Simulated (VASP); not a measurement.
Set up this calculation in VASP 6.6.1, as the native input.

- Task: single point
- Functional: PBEsol
- Potentials or basis: VASP PAW PBE potentials, release 64 (Li_sv, Pt)
- Cutoff: 520 eV
- k mesh: 10 × 10 × 10
- Occupations: methfessel-paxton, width 0.2 eV
- Spin: no spin polarisation
- Dipole correction: no
- Further INCAR settings: ALGO = Normal; EDIFF = 1e-06; NBANDS = 18

The structure of Li3Pt lies in POSCAR:

```
Li3Pt
1.0
    0.0000000000      3.0074060000      3.1577763000
    3.0074060000      0.0000000000      3.1577763000
    3.0074060000      3.0074060000      0.0000000000
Li Pt
3 1
Direct
    0.2500000000      0.2500000000      0.2500000000
    0.7500000000      0.7500000000      0.7500000000
    0.5000000000      0.5000000000      0.5000000000
    0.0000000000      0.0000000000      0.0000000000
```

These files were run (other wordings do the same):

INCAR

```
SYSTEM = Li3Pt
ALGO = Normal ; EDIFF = 1E-6
ENCUT = 520 ; GGA = PS
ISIF = 2 ; ISMEAR = 1
LASPH = .TRUE. ; LCHARG = .FALSE.
LREAL = .FALSE. ; LWAVE = .FALSE.
NBANDS = 18 ; NELM = 80
PREC = Accurate ; SIGMA = 0.2
```

KPOINTS

```
k-points
0
G
  10 10 10
  0 0 0
```

Potentials or basis: VASP PAW PBE potentials, release 64 (Li_sv, Pt).

Command:

```console
$ cat potpaw_PBE.64/Li_sv/POTCAR potpaw_PBE.64/Pt/POTCAR > POTCAR
$ mpirun -np 1 vasp_std > vasp.out
```

It took 52 s on 1 thread of Intel(R) Xeon(R) Platinum 8488C (Sapphire Rapids), on a shared host, peak memory 0.24 GiB.
